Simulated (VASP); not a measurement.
A run of VASP 6.6.1 is set up as follows.

Contents of POSCAR:

```
Ta
1.0
    2.8478650736      0.0000000000      0.0000000000
   -1.4239325417      2.4663235071      0.0000000000
    0.0000000000      0.0000000000      5.0727461616
Ta
2
Direct
    0.6666666667      0.3333333333      0.7500000000
    0.3333333333      0.6666666667      0.2500000000
```

The input INCAR.step1:

```
ALGO = Normal
EDIFF = 1E-4
ENCUT = 520
GGA = PE
ISMEAR = 1
LASPH = True
LCHARG = False
LREAL = False
LWAVE = True
NBANDS = 18
NELM = 60
PREC = Accurate
SIGMA = 0.1
```

Contents of INCAR.step2:

```
ALGO = Normal
EDIFF = 1E-7
ENCUT = 520
ISIF = 2
ISMEAR = 1
ISTART = 1
LASPH = True
LCHARG = False
LMIXTAU = True
LREAL = False
LWAVE = False
METAGGA = R2SCAN
NBANDS = 18
NELM = 60
PREC = Accurate
SIGMA = 0.1
```

Contents of KPOINTS:

```
k-points
0
Gamma
  11 11 6
```

Potentials or basis: VASP PAW PBE potentials, release 64 (Ta_pv).

Launch:

```bash
$ cat potpaw_PBE.64/Ta_pv/POTCAR > POTCAR
$ cp INCAR.step1 INCAR
$ mpirun -np 1 vasp_std > vasp.out
$ cp INCAR.step2 INCAR
$ mpirun -np 1 vasp_std > vasp.out
```

(1) Predict the band gap on the k mesh.

(2) What does it give for the pressure?

## Answers

(1) zero (bands 11 and 12 overlap by 2.36 eV).

(2) 8.3 GPa.

Caveat: the cell stands under pressure; the PAW data sets were made with another functional, which shifts forces and pressure a little; spin-orbit coupling is left out, which moves the levels of the heavy elements.
